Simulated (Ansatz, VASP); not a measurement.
## One calculation of TaN, two programs

Contents of INCAR:

```
ALGO     = Normal         # electronic algorithm
EDIFF    = 1E-6           # SCF threshold, eV
EDIFFG   = -0.01          # ionic threshold
ENCUT    = 600            # plane-wave cutoff, eV
GGA      = RP             # functional
IBRION   = 2              # ionic algorithm
ISIF     = 3              # what is computed and relaxed
ISMEAR   = -1             # smearing method
LASPH    = T              # aspherical terms in the spheres
LCHARG   = F              # write CHGCAR
LREAL    = F              # projectors in reciprocal space
LWAVE    = F              # write WAVECAR
NELM     = 60             # most SCF steps
NSW      = 60             # ionic steps
PREC     = Accurate       # precision mode
SIGMA    = 0.05           # smearing width, eV
```

KPOINTS

```
k-points
0
Gamma
  6 6 9
```

Contents of POSCAR:

```
TaN
1.0
    5.1910000000      0.0000000000      0.0000000000
   -2.5955000000      4.4955378710      0.0000000000
    0.0000000000      0.0000000000      2.9080000000
Ta N
3 3
Direct
    0.6666666667      0.3333333333      0.5000000000
    0.3333333333      0.6666666667      0.5000000000
    0.0000000000      0.0000000000      0.0000000000
    0.0000000000      0.5000000000      0.0000000000
    0.5000000000      0.5000000000      0.0000000000
    0.5000000000      0.0000000000      0.0000000000
```

The input input.yaml:

```yaml
crystal:
  lattice:
    - [5.191, 0.0, 0.0]
    - [-2.5955, 4.495537871, 0.0]
    - [0.0, 0.0, 2.908]
  atoms:
    - { symbol: Ta, position: [0.6666666667, 0.3333333333, 0.5] }
    - { symbol: Ta, position: [0.3333333333, 0.6666666667, 0.5] }
    - { symbol: Ta, position: [0.0, 0.0, 0.0] }
    - { symbol: "N", position: [0.0, 0.5, 0.0] }
    - { symbol: "N", position: [0.5, 0.5, 0.0] }
    - { symbol: "N", position: [0.5, 0.0, 0.0] }
hamiltonian:
  xc: rpbe
  pseudopotentials: { kind: paw }
kpoints:
  mp_grid: { grid: [6, 6, 9] }
scf:
  occupations: { method: fermi_dirac, width: 0.05 }
output:
  forces: true
  stress: true
  eigenvalues: true
relax:
  f_tol: 0.01
  max_steps: 40
  cell: { stress_tol: 0.05 }
```

Alike in both runs: task relaxation of cell and atoms; functional RPBE; k mesh 6 × 6 × 9; occupations fermi-dirac, width 0.05 eV; no spin polarisation.

|  | VASP | Ansatz |
| --- | --- | --- |
| version | VASP 6.6.1 | Ansatz 0.2.0 |
| potentials or method | VASP PAW PBE potentials, release 64 (Ta_pv, N) | Ansatz PAW |
| plane-wave cutoff (eV) | 600 | 420 |
| valence electrons in the cell | 48 | 54 |

Ansatz gave:

- gap on the k mesh at the Fermi level, each at its own relaxed structure (eV): none
- relaxed volume (Å³/atom): 11.84
- relaxed cell length with the largest relative difference (Å): 2.942

Task: Estimate VASP's values.

Result: gap on the k mesh at the Fermi level, each at its own relaxed structure (eV): none; relaxed volume (Å³/atom): 11.87; relaxed cell length with the largest relative difference (Å): 2.944.

VASP's potentials were made for PBE, not for RPBE. A gap of «none» marks a metal or a gap that the smearing closes. VASP's potentials hold 48 valence electrons a cell and Ansatz's 54, so a difference there can come from the potentials and not from the codes.

Spin-orbit coupling is off throughout. Noted on Ansatz's run: the plane-wave basis is chosen anew once the cell has moved, so the energies of steps on either side of that aren't comparable.
